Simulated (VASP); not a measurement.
# Cu6O7 in VASP: single point with PBEsol

Aim: the single point of Cu6O7 with PBEsol.

Program: VASP 6.6.1. These are calculated values, not measurements. Logs are shortened: lines on timing, memory, paths and dates and some standing lists are left out, and cuts for length are marked.

## 1. The cell of the first run

The cell holds a slab with vacuum, 13 atoms: a = 2.894 Å, b = 2.894 Å, c = 30.276 Å, α = 90.00°, β = 90.00°, γ = 89.77°.

## 2. Single point, PBEsol

File INCAR:

```
PREC     = Accurate       # precision mode
ENCUT    = 520            # plane-wave cutoff, eV
EDIFF    = 1E-6           # SCF threshold, eV
ISMEAR   = 0              # smearing method
SIGMA    = 0.1            # smearing width, eV
LREAL    = F              # projectors in reciprocal space
LASPH    = T              # aspherical terms in the spheres
NELM     = 60             # most SCF steps
ALGO     = Normal         # electronic algorithm
ISIF     = 2              # what is computed and relaxed
LWAVE    = F              # write WAVECAR
LCHARG   = T              # write CHGCAR
LDIPOL   = T            
IDIPOL   = 3            
DIPOL    = 0.5 0.5 0.500
GGA      = PS             # functional
LELF     = T              # ELF
LVHAR    = T            
LVACPOTAV= T            
NBANDS   = 66             # bands
```

File KPOINTS:

```
regular mesh
0
Gamma
  12 12 1
```

File POSCAR:

```
Cu6O7
1.0
    2.8941129286      0.0000000000      0.0000000000
    0.0116739331      2.8940893841      0.0000000000
    0.0000000000      0.0000000000     30.2760728166
O Cu
7 6
Direct
    0.5000183007      0.5000980505      0.2477203713
    0.5002144017      0.5001346518      0.3318135809
    0.5002510030      0.5003307529      0.4159067904
    0.5004471041      0.5003673542      0.5000000000
    0.5004837054      0.5005634553      0.5840932096
    0.5006798065      0.5006000566      0.6681864191
    0.5007164078      0.5007961577      0.7522796287
    0.5001163512      0.0001163512      0.2897669761
    0.0002327024      0.5002327024      0.3738601857
    0.5003490536      0.0003490536      0.4579533952
    0.0004654048      0.5004654048      0.5420466048
    0.5005817559      0.0005817559      0.6261398143
    0.0006981071      0.5006981071      0.7102330239
```

Potentials or basis: VASP PAW PBE potentials, release 64 (O, Cu).

Run with:

```sh
> cat potpaw_PBE.64/O/POTCAR potpaw_PBE.64/Cu/POTCAR > POTCAR
> mpirun -np 1 vasp_std > vasp.out
```

OUTCAR:

```text
PREC = Accurate
   ENCUT = 520
   EDIFF = 1E-6
   ISMEAR = 0
   LREAL = F
   LASPH = T
   NELM = 60
   ISIF = 2
   GGA = PS

 ion  position               nearest neighbor table
   1  0.500  0.500  0.248-   8 1.93   8 1.93
   2  0.500  0.500  0.332-   9 1.93   8 1.93   8 1.93   9 1.93
   3  0.500  0.500  0.416-   9 1.93  10 1.93   9 1.93  10 1.93
   4  0.500  0.500  0.500-  11 1.93  10 1.93  10 1.93  11 1.93
   5  0.500  0.501  0.584-  12 1.93  11 1.93  12 1.93  11 1.93
   6  0.501  0.501  0.668-  12 1.93  13 1.93  13 1.93  12 1.93
   7  0.501  0.501  0.752-  13 1.93  13 1.93
   8  0.500  0.000  0.290-   1 1.93   2 1.93   2 1.93   1 1.93
   9  0.000  0.500  0.374-   3 1.93   2 1.93   3 1.93   2 1.93
  10  0.500  0.000  0.458-   3 1.93   4 1.93   4 1.93   3 1.93
  11  0.000  0.500  0.542-   4 1.93   5 1.93   5 1.93   4 1.93
  12  0.501  0.001  0.626-   5 1.93   6 1.93   5 1.93   6 1.93
  13  0.001  0.501  0.710-   7 1.93   6 1.93   6 1.93   7 1.93

  LATTYP: Found a base centered orthorhombic cell.
 ALAT       =     4.0846306964
 B/A-ratio  =     1.0040418509
 C/A-ratio  =     7.4121934312

  Lattice vectors:

 A1 = (  -0.0116739331,  -2.8940893841,   0.0000000000)
 A2 = (   2.8941129286,   0.0000000000,   0.0000000000)
 A3 = (   0.0000000000,   0.0000000000,  30.2760728166)

Analysis of symmetry for initial positions (statically):
=====================================================================
 Subroutine PRICEL returns:
 Original cell was already a primitive cell.

 Routine SETGRP: Setting up the symmetry group for a
 base centered orthorhombic supercell.

 Subroutine GETGRP returns: Found  2 space group operations
 (whereof  1 operations were pure point group operations)
 out of a pool of  8 trial point group operations.

The static configuration has the point symmetry C_1 .
 The point group associated with its full space group is C_2 .

Analysis of symmetry for dynamics (positions and initial velocities):
=====================================================================
 Subroutine PRICEL returns:
 Original cell was already a primitive cell.

 Routine SETGRP: Setting up the symmetry group for a
 base centered orthorhombic supercell.

 Subroutine GETGRP returns: Found  2 space group operations
 (whereof  1 operations were pure point group operations)
 out of a pool of  8 trial point group operations.

The dynamic configuration has the point symmetry C_1 .
 The point group associated with its full space group is C_2 .

[... 136 lines left out ...]
   EFERMI_NEDOS =   21; number of points for ismear=-14 and -15
   IALGO  =     38    algorithm
   IMIX   =      4    mixing-type and parameters
     AMIX     =   0.40;   BMIX     =  1.00
     AMIX_MAG =   1.60;   BMIX_MAG =  1.00
  volume/ion in A,a.u.               =      19.51       131.64
  Fermi-wavevector in a.u.,A,eV,Ry     =   1.231706  2.327587 20.641398  1.517100
  Thomas-Fermi vector in A             =   2.366505
   LORBIT       =      0    0 simple, 1 ext, 2 COOP (PROOUT), +10 PAW based schemes
   GGA     = PS    functional components
   LHFCALC =     F    Hartree Fock is set to
   AEXX    =    0.0000 exact exchange contribution
   IVDW    =     0    specifies the selected vdW correction
   LEPSILON=     F    determine dielectric tensor
   LRPA    =     F    only Hartree local field effects (RPA)
 non-spin polarized calculation
 Gauss-broadening in eV      SIGMA  =   0.10
  energy-cutoff  :      520.00
  volume of cell :      253.59
 maximum number of plane-waves:      6883
 NGX is ok and might be reduce to    24
   NGX = 11   NGY = 11   NGZ =113

 number of electron     107.9999943 magnetization

 dipolmoment           0.000000      0.000000      0.000000 electrons x Angstroem

 Free energy of the ion-electron system (eV)
  ---------------------------------------------------
  ext. energy  EPLUGINS =         0.00000000
  ---------------------------------------------------
  free energy    TOTEN  =       -67.55793262 eV

  energy without entropy =      -67.51947448  energy(sigma->0) =      -67.53870355

 E-fermi :  -1.3567     XC(G=0):  -6.7924

 val. band max:       -1.3672600278   @ k =  -0.2500   0.2500   0.0000
 cond. band min:      -1.3497554098   @ k =  -0.4167   0.1667   0.0000
 fundamental gap:      0.0175046180
 Fermi energy:        -1.3567309630

 k-point     1 :       0.0000    0.0000    0.0000
  band No.  band energies     occupation
      1     -21.3786      2.00000
      2     -21.1483      2.00000
      3     -20.8411      2.00000
      4     -20.4553      2.00000
      5     -20.1512      2.00000
      6     -18.3105      2.00000
[... 1645 lines left out ...]
     65       6.8898      0.00000
     66       7.4453      0.00000

 [... further k-points ...]

------------------------ aborting loop because EDIFF is reached ----------------------------------------

  FORCE on cell =-STRESS in cart. coord.  units (eV):
  Direction    XX          YY          ZZ          XY          YZ          ZX
  --------------------------------------------------------------------------------------
  -------------------------------------------------------------------------------------
  Total       -4.0661422     -4.0658686     -5.8827746     -0.0339126     -0.0028515     -0.0028631
  in kB      -25.6901236    -25.6883950    -37.1677128     -0.2142619     -0.0180158     -0.0180890
  external PRESSURE =     -29.5154105 kB  Pullay stress =       0.0000000 kB

 VOLUME and BASIS-vectors are now :
 -----------------------------------------------------------------------------
  energy-cutoff  :      520.00
  volume of cell :      253.59
      direct lattice vectors                 reciprocal lattice vectors
     2.894112929  0.000000000  0.000000000     0.345529019 -0.001393766  0.000000000
     0.011673933  2.894089384  0.000000000     0.000000000  0.345531830  0.000000000
     0.000000000  0.000000000 30.276072817     0.000000000  0.000000000  0.033029383

 POSITION                                       TOTAL-FORCE (eV/Angst)
 -----------------------------------------------------------------------------------
      1.45295      1.44733      7.50000         0.000264      0.000206      2.197106
      1.45352      1.44743     10.04601        -0.000008     -0.000299     -0.274324
      1.45362      1.44800     12.59202        -0.000231      0.000240      0.087238
      1.45419      1.44811     15.13804         0.000191     -0.000192      0.000000
      1.45430      1.44868     17.68405        -0.000239      0.000232     -0.087238
      1.45487      1.44878     20.23006         0.000299      0.000006      0.274324
      1.45498      1.44935     22.77607        -0.000207     -0.000263     -2.197106
      1.44739      0.00034      8.77301        -0.000197      0.000038     -1.944096
      0.00651      1.44772     11.31902         0.000052     -0.000074     -0.069665
      1.44807      0.00101     13.86503         0.000009     -0.000030     -0.100866
      0.00719      1.44839     16.41104         0.000030     -0.000010      0.100866
      1.44875      0.00168     18.95705         0.000073     -0.000052      0.069665
      0.00787      1.44907     21.50307        -0.000037      0.000197      1.944096
 -----------------------------------------------------------------------------------
    total drift:                               -0.000091     -0.000038      0.000054

  FREE ENERGIE OF THE ION-ELECTRON SYSTEM (eV)
  ---------------------------------------------------
  free  energy   TOTEN  =       -67.5579326177 eV

  energy  without entropy=      -67.5194744792  energy(sigma->0) =      -67.53870355

 vacuum level on the upper side and lower side of the slab         7.106         7.106
```

stdout:

```text
POSCAR found type information on POSCAR O Cu
 POSCAR found :  2 types and      13 ions
 scaLAPACK will be used
 -----------------------------------------------------------------------------
[... 23 lines left out ...]
|     Did not find any points to average over, which means that no vacuum     |
|     field-free region was found. Please increase the size of  your cell     |
|     in the dimension of the dipole correction to obtain accurate            |
|     workfunction values.                                                    |
|                                                                             |
 -----------------------------------------------------------------------------
```

It took 31 min on 1 thread of Intel Xeon 8259CL, shared host; peak memory 0.7 GiB.

Results:

- Free energy: -67.5579 eV
- Largest force: 2.197 eV/Å
- Band gap on the k mesh: zero (bands 54 and 55 overlap by 0.76 eV)

Forces on the atoms (eV/Å):
```
O    0.000  0.000  2.197
O    0.000  0.000 -0.274
O    0.000  0.000  0.087
O    0.000  0.000  0.000
O    0.000  0.000 -0.087
O    0.000  0.000  0.274
O    0.000  0.000 -2.197
Cu   0.000  0.000 -1.944
Cu   0.000  0.000 -0.070
Cu   0.000  0.000 -0.101
Cu   0.000  0.000  0.101
Cu   0.000  0.000  0.070
Cu   0.000  0.000  1.944
```

Caveat: the PAW data sets were made with another functional, which shifts forces and pressure a little; semilocal functionals often make such compounds metallic where correlation or magnetic order opens a gap, which also shifts bond lengths.
